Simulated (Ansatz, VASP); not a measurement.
# Two plane-wave programs on Se

```
Se
1.0
    -1.66938    1.66938    1.70345
     1.66938   -1.66938    1.70345
     1.66938    1.66938   -1.70345
Se
1
Direct
  0.00000 0.00000 0.00000
```

Change from the starting cell: strain -0.0200 x Voigt [1, 1, 0, 0, 0, 0], atoms carried along.

Alike in both runs: task single point; functional LDA; k mesh 20 × 20 × 20; occupations gaussian, width 0.15 eV; no spin polarisation.

|  | VASP | Ansatz |
| --- | --- | --- |
| version | VASP 6.6.1 | Ansatz 0.2.0 |
| potentials or method | VASP PAW LDA potentials, release 64 (Se), cutoff 520 eV | scalar-relativistic, plane waves, PAW |
| valence electrons in the cell | 6 | 16 |

Ansatz gave:

| Quantity | Value |
| --- | --- |
| gap on the k mesh at the Fermi level (eV) | none |
| pressure (GPa) | -0.2 |
| traceless stress, the component that is largest in VASP (GPa) | -1.14 |

Question: What did VASP give for the same quantities?

Answer: gap on the k mesh at the Fermi level (eV): none; pressure (GPa): 0.0; traceless stress, the component that is largest in VASP (GPa): -1.13.

LDA's correlation is that of Perdew and Zunger in VASP and of Perdew and Wang (1992) in Ansatz. A gap of «none» marks a metal or a gap that the smearing closes. VASP's potentials hold 6 valence electrons a cell and Ansatz's 16, so a difference there can come from the potentials and not from the codes.
